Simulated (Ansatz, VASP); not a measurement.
## One calculation of Si4Se, two programs

```xyz
5
Lattice="0.0000 4.3320 4.3320 4.3320 0.0000 4.3320 4.3320 4.3320 0.0000" Properties=species:S:1:pos:R:3 pbc="T T T"
Si    1.0397    1.0397    1.0397
Si    1.0397    3.2923    3.2923
Si    3.2923    3.2923    1.0397
Si    3.2923    1.0397    3.2923
Se    0.0000    0.0000    0.0000
```

Alike in both runs: task single point; functional PBE; k mesh 7 × 7 × 7; no spin polarisation.

|  | VASP | Ansatz |
| --- | --- | --- |
| version | VASP 6.6.1 | Ansatz 0.2.0 |
| potentials or method | VASP PAW PBE potentials, release 64 (Si, Se), cutoff 500 eV | PAW plane waves |
| occupations | fermi-dirac, width 0.1 eV | fermi-dirac |
| valence electrons in the cell | 22 | 32 |

|  | VASP | Ansatz | Ansatz less VASP |
| --- | --- | --- | --- |
| rms of the force components (eV/Å) | 9.249 | 9.238 | -0.0111 |

Atom by atom the forces differ by 0.011 eV/Å (rms over components). VASP's potentials hold 22 valence electrons a cell and Ansatz's 32, so a difference there can come from the potentials and not from the codes.
